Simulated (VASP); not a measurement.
Input of a VASP 6.6.1 run:

The input INCAR:

```
PREC = Accurate
ENCUT = 600
EDIFF = 1E-6
ISMEAR = 0
SIGMA = 0.1
LREAL = False
LASPH = True
NELM = 120
ALGO = Normal
ISIF = 2
LWAVE = False
LCHARG = False
GGA = PE
NBANDS = 28
GGA_COMPAT = False
```

The input KPOINTS:

```
regular mesh
0
Gamma
  6 6 4
```

File POSCAR:

```
Sc2SiF2
1.0
    3.7356128847      0.0000000000      0.0000000000
   -1.8678064424      3.2351356569      0.0000000000
    0.0000000000      0.0000000000      6.3302599690
Sc Si F
2 1 2
Direct
    0.0000000000      0.0000000000      0.7311650969
    0.0000000000      0.0000000000      0.2688349031
    0.3333333333      0.6666666667      0.0000000000
    0.6666666667      0.3333333333      0.5000000000
    0.3333333333      0.6666666667      0.5000000000
```

Potentials or basis: VASP PAW PBE potentials, release 64 (Sc_sv, Si, F).

The run is started by

```console
$ cat potpaw_PBE.64/Sc_sv/POTCAR potpaw_PBE.64/Si/POTCAR potpaw_PBE.64/F/POTCAR > POTCAR
$ mpirun -np 1 vasp_std > vasp.out
```

(1) Predict the largest force.

(2) Estimate the band gap on the k mesh.

(3) What does it give for the pressure?

## Answers

(1) 0.007 eV/Å.

(2) zero (bands 20 and 21 overlap by 0.56 eV).

(3) 0.0 GPa.
